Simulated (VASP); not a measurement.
# Ga (P6_3/mmc) in VASP: notebook

Ga is run at these levels: PBE; tasks: single point, relaxation of cell and atoms.

Everything below comes from runs of VASP 6.6.1. Logs are shortened: lines on timing, memory, paths and dates and some standing lists are left out, and cuts for length are marked.

## Step 1: The cell of the first run

It takes space group P6_3/mmc (No. 194, hexagonal). The conventional cell has a = 5.935 Å, b = 5.935 Å, c = 3.448 Å, α = 90.00°, β = 90.00°, γ = 120.00°. Ga (site symmetry mm2) has 6 Ga at 2.53 to 2.62 Å within 3.3 Å.

## Step 2: Single point, PBE

The input, INCAR:

```
SYSTEM = Ga
  ALGO = Normal
  EDIFF = 1E-7
  ENCUT = 520
  GGA = PE
  ISIF = 2
  ISMEAR = 0
  LASPH = .TRUE.
  LCHARG = .FALSE.
  LREAL = .FALSE.
  LWAVE = .FALSE.
  NBANDS = 48
  NELM = 80
  PREC = Accurate
  SIGMA = 0.1
```

The input, KPOINTS:

```
k-points
0
G
  3 3 6
  0 0 0
```

The input, POSCAR:

```
Ga
1.0
    5.9347903700      0.0000000000      0.0000000000
   -2.9673951900      5.1396792300      0.0000000000
    0.0000000000      0.0000000000      3.4480540400
Ga
6
Direct
    0.1912880200      0.8087119800      0.2500000000
    0.1912880200      0.3825760300      0.2500000000
    0.6174239700      0.8087119800      0.2500000000
    0.8087119800      0.1912880200      0.7500000000
    0.8087119800      0.6174239700      0.7500000000
    0.3825760300      0.1912880200      0.7500000000
```

Potentials or basis: VASP PAW PBE potentials, release 64 (Ga_d).

Launch:

```bash
$ cat potpaw_PBE.64/Ga_d/POTCAR > POTCAR
$ mpirun -np 1 vasp_std > vasp.out
```

OUTCAR:

```text
SYSTEM = Ga
   EDIFF = 1E-7
   ENCUT = 520
   GGA = PE
   ISIF = 2
   ISMEAR = 0
   LASPH = .TRUE.
   LREAL = .FALSE.
   NELM = 80
   PREC = Accurate

 ion  position               nearest neighbor table
   1  0.191  0.809  0.250-   3 2.53   2 2.53   5 2.62   5 2.62   6 2.62   6 2.62
   2  0.191  0.383  0.250-   3 2.53   1 2.53   6 2.62   6 2.62   4 2.62   4 2.62
   3  0.617  0.809  0.250-   1 2.53   2 2.53   5 2.62   5 2.62   4 2.62   4 2.62
   4  0.809  0.191  0.750-   6 2.53   5 2.53   2 2.62   2 2.62   3 2.62   3 2.62
   5  0.809  0.617  0.750-   6 2.53   4 2.53   3 2.62   3 2.62   1 2.62   1 2.62
   6  0.383  0.191  0.750-   4 2.53   5 2.53   2 2.62   2 2.62   1 2.62   1 2.62

  LATTYP: Found a hexagonal cell.
 ALAT       =     5.9347903700
 C/A-ratio  =     0.5809900308

  Lattice vectors:

 A1 = (   5.9347903700,   0.0000000000,   0.0000000000)
 A2 = (  -2.9673951900,   5.1396792300,   0.0000000000)
 A3 = (   0.0000000000,   0.0000000000,   3.4480540400)

Analysis of symmetry for initial positions (statically):
=====================================================================
 Subroutine PRICEL returns:
 Original cell was already a primitive cell.

 Routine SETGRP: Setting up the symmetry group for a
 hexagonal supercell.

 Subroutine GETGRP returns: Found 24 space group operations
 (whereof 12 operations were pure point group operations)
 out of a pool of 24 trial point group operations.

The static configuration has the point symmetry D_3d.
 The point group associated with its full space group is D_6h.

Analysis of symmetry for dynamics (positions and initial velocities):
=====================================================================
 Subroutine PRICEL returns:
 Original cell was already a primitive cell.

 Routine SETGRP: Setting up the symmetry group for a
 hexagonal supercell.

 Subroutine GETGRP returns: Found 24 space group operations
 (whereof 12 operations were pure point group operations)
 out of a pool of 24 trial point group operations.

The dynamic configuration has the point symmetry D_3d.
 The point group associated with its full space group is D_6h.

 Subroutine INISYM returns: Found 24 space group operations
 (whereof 12 operations are pure point group operations),
[... 89 lines left out ...]
   ENCUT  =  520.0 eV  38.22 Ry    6.18 a.u.  11.03 11.03  6.41*2*pi/ulx,y,z
   NELM   =     80;   NELMIN=  2; NELMDL= -5     # of ELM steps
   EDIFF  = 0.1E-06   stopping-criterion for ELM
   LREAL  =      F    real-space projection
   EDIFFG = 0.1E-05   stopping-criterion for IOM
   NSW    =      0    number of steps for IOM
   IBRION =     -1    ionic relax: 0-MD 1-quasi-New 2-CG
   NFREE  =      0    steps in history (QN), initial steepest desc. (CG)
   ISIF   =      2    stress and relaxation
   ISYM   =      2    0-nonsym 1-usesym 2-fastsym
   POTIM  = 0.5000    time-step for ionic-motion
   TEBEG  =    0.0;   TEEND  =   0.0 temperature during run
   PSTRESS=    0.0 pullay stress
   NELECT =      78.0000    total number of electrons
   NUPDOWN=      -1.0000    fix difference up-down
   EMIN   =  10.00;   EMAX   =-10.00  energy-range for DOS
   EFERMI =   0.00;   METHOD = LEGACY
   ISMEAR =     0;   SIGMA  =   0.10  broadening in eV -4-tet -1-fermi 0-gaus
   EFERMI_NEDOS =   21; number of points for ismear=-14 and -15
   IALGO  =     38    algorithm
   IMIX   =      4    mixing-type and parameters
     AMIX     =   0.40;   BMIX     =  1.00
     AMIX_MAG =   1.60;   BMIX_MAG =  1.00
  volume/ion in A,a.u.               =      17.53       118.29
  Fermi-wavevector in a.u.,A,eV,Ry     =   1.481840  2.800271 29.876336  2.195849
  Thomas-Fermi vector in A             =   2.595700
   LORBIT       =      0    0 simple, 1 ext, 2 COOP (PROOUT), +10 PAW based schemes
   GGA     = PE    functional components
   LHFCALC =     F    Hartree Fock is set to
   AEXX    =    0.0000 exact exchange contribution
   IVDW    =     0    specifies the selected vdW correction
   LEPSILON=     F    determine dielectric tensor
   LRPA    =     F    only Hartree local field effects (RPA)
 non-spin polarized calculation
 Gauss-broadening in eV      SIGMA  =   0.10
  energy-cutoff  :      520.00
  volume of cell :      105.18
 maximum number of plane-waves:      2851
 NGX is ok and might be reduce to    48
   NGX = 23   NGY = 23   NGZ = 13

 number of electron      77.9999959 magnetization

 Free energy of the ion-electron system (eV)
  ---------------------------------------------------
  ext. energy  EPLUGINS =         0.00000000
  ---------------------------------------------------
  free energy    TOTEN  =       -16.28724540 eV

  energy without entropy =      -16.26311602  energy(sigma->0) =      -16.27518071

 E-fermi :   6.2060     XC(G=0): -11.2691

 val. band max:        6.1854589767   @ k =   0.3333  -0.0000   0.1667
 cond. band min:       6.3143736920   @ k =   0.3333  -0.0000   0.0000
 fundamental gap:      0.1289147153
 Fermi energy:         6.2059694404

 k-point     1 :       0.0000    0.0000    0.0000
  band No.  band energies     occupation
      1      -9.2935      2.00000
      2      -9.2533      2.00000
      3      -9.2533      2.00000
      4      -9.2154      2.00000
      5      -9.1622      2.00000
      6      -9.1152      2.00000
[... 601 lines left out ...]
     47      11.8736      0.00000
     48      11.8736      0.00000

------------------------ aborting loop because EDIFF is reached ----------------------------------------

  FORCE on cell =-STRESS in cart. coord.  units (eV):
  Direction    XX          YY          ZZ          XY          YZ          ZX
  --------------------------------------------------------------------------------------
  -------------------------------------------------------------------------------------
  Total        6.7225782      6.7225782      7.6118259     -0.0000000      0.0000000      0.0000000
  in kB      102.4073154    102.4073156    115.9535281     -0.0000001      0.0000000      0.0000000
  external PRESSURE =     106.9227197 kB  Pullay stress =       0.0000000 kB

 VOLUME and BASIS-vectors are now :
 -----------------------------------------------------------------------------
  energy-cutoff  :      520.00
  volume of cell :      105.18
      direct lattice vectors                 reciprocal lattice vectors
     5.934790370  0.000000000  0.000000000     0.168497948  0.097282336  0.000000000
    -2.967395190  5.139679230  0.000000000     0.000000000  0.194564671  0.000000000
     0.000000000  0.000000000  3.448054040     0.000000000  0.000000000  0.290018656

 POSITION                                       TOTAL-FORCE (eV/Angst)
 -----------------------------------------------------------------------------------
     -1.26451      4.15652      0.86201        -0.607253      0.350597     -0.000000
      0.00000      1.96632      0.86201         0.000000     -0.701195     -0.000000
      1.26451      4.15652      0.86201         0.607253      0.350597      0.000000
      4.23191      0.98316      2.58604         0.607253     -0.350597     -0.000000
      2.96740      3.17336      2.58604        -0.000000      0.701195      0.000000
      1.70288      0.98316      2.58604        -0.607253     -0.350597     -0.000000
 -----------------------------------------------------------------------------------
    total drift:                               -0.000006      0.000004     -0.000000

  FREE ENERGIE OF THE ION-ELECTRON SYSTEM (eV)
  ---------------------------------------------------
  free  energy   TOTEN  =       -16.2872453999 eV

  energy  without entropy=      -16.2631160206  energy(sigma->0) =      -16.27518071
```

It took 33 s on 1 thread of Intel Xeon 6975P-C (Granite Rapids), shared host; peak memory 0.24 GiB.

Results:

```
Free energy            : -16.2872 eV
Pressure               : 10.7 GPa
Largest force          : 0.701 eV/Å
Band gap on the k mesh : zero (band 39 reaches 9.72 eV, above the bottom of band 40 at 3.70 eV)
```

Forces in eV/Å, atoms in the order of the input:
```
Ga  -0.607  0.351  0.000
Ga   0.000 -0.701  0.000
Ga   0.607  0.351  0.000
Ga   0.607 -0.351  0.000
Ga   0.000  0.701  0.000
Ga  -0.607 -0.351  0.000
```

Levels at points of the mesh, in eV from the Fermi level:
```
           k point  band 35  band 36  band 37  band 38  band 39  band 40  band 41  band 42  band 43  band 44
(0.00, 0.00, 0.00)    -5.97    -5.94    -4.67     0.24     3.51     3.83     4.49     4.49     4.80     4.80
(0.00, 0.00, 0.50)    -3.45    -3.45    -3.14    -3.14    -2.51    -2.51    -2.51    -2.51     0.98     0.98
```

Caveat: the k points lie up to 0.41 Å⁻¹ apart.

## Step 3: Single point, PBE

This run uses another cell than the first one, of 20.23 Å³/atom, 1.154 times its volume.

The input, INCAR:

```
SYSTEM = Ga
PREC     = Accurate       ! precision mode
ENCUT    = 520            ! plane-wave cutoff, eV
EDIFF    = 1E-6           ! SCF threshold, eV
ISMEAR   = 0              ! smearing method
SIGMA    = 0.1            ! smearing width, eV
LREAL    = .FALSE.        ! projectors in reciprocal space
LASPH    = .TRUE.         ! aspherical terms in the spheres
NELM     = 60             ! most SCF steps
ALGO     = Normal         ! electronic algorithm
ISIF     = 2              ! what is computed and relaxed
LWAVE    = .FALSE.        ! write WAVECAR
LCHARG   = .TRUE.         ! write CHGCAR
GGA      = PE             ! functional
LELF     = .TRUE.         ! ELF
LVHAR    = .TRUE.       
NBANDS   = 48             ! bands
```

The input, KPOINTS:

```
Automatic mesh
0
G
  3 3 6
  0 0 0
```

The input, POSCAR:

```
Ga
1.0
    5.8189872914      0.0000000028      0.0000000000
   -2.9094936481      5.0393908172      0.0000000000
    0.0000000000      0.0000000000      4.1399644471
Ga
6
Direct
    0.1744277300      0.8255722700      0.2500000000
    0.1744277300      0.3488554599      0.2500000000
    0.6511445401      0.8255722700      0.2500000000
    0.8255722700      0.1744277300      0.7500000000
    0.8255722700      0.6511445401      0.7500000000
    0.3488554599      0.1744277300      0.7500000000
```

Potentials or basis: VASP PAW PBE potentials, release 64 (Ga_d).

Launch:

```bash
$ cat potpaw_PBE.64/Ga_d/POTCAR > POTCAR
$ mpirun -np 1 vasp_std > vasp.out
```

Wall time 32 s (1 thread of Intel Xeon 6975P-C (Granite Rapids), shared host); peak memory 0.27 GiB.

The run converged. Its results:

| Quantity | Value |
| --- | --- |
| Free energy | -17.2018 eV |
| Pressure | 0.3 GPa |
| Largest force | 0.017 eV/Å |
| Band gap on the k mesh | zero (band 39 reaches 5.52 eV, above the bottom of band 40 at 3.01 eV) |

Forces in eV/Å, atoms in the order of the input:
```
Ga   0.015 -0.009  0.000
Ga   0.000  0.017  0.000
Ga  -0.015 -0.009  0.000
Ga  -0.015  0.009  0.000
Ga   0.000 -0.017  0.000
Ga   0.015  0.009  0.000
```

Stress tensor (GPa, compression positive):
```
0.22 0.00 0.00
0.00 0.22 0.00
0.00 0.00 0.33
```

Levels at points of the mesh, in eV from the Fermi level:
| k point | band 35 | band 36 | band 37 | band 38 | band 39 | band 40 | band 41 | band 42 | band 43 | band 44 |
| --- | --- | --- | --- | --- | --- | --- | --- | --- | --- | --- |
| (0.00, 0.00, 0.00) | -4.45 | -4.45 | -4.26 | -2.19 | 0.18 | 2.23 | 2.23 | 3.54 | 3.54 | 3.84 |
| (0.00, 0.00, 0.50) | -3.81 | -3.81 | -2.98 | -2.98 | -1.97 | -1.97 | -1.97 | -1.97 | 1.59 | 1.59 |

Caveat: the k points lie up to 0.42 Å⁻¹ apart.

(Continued in part 2 of 2.)
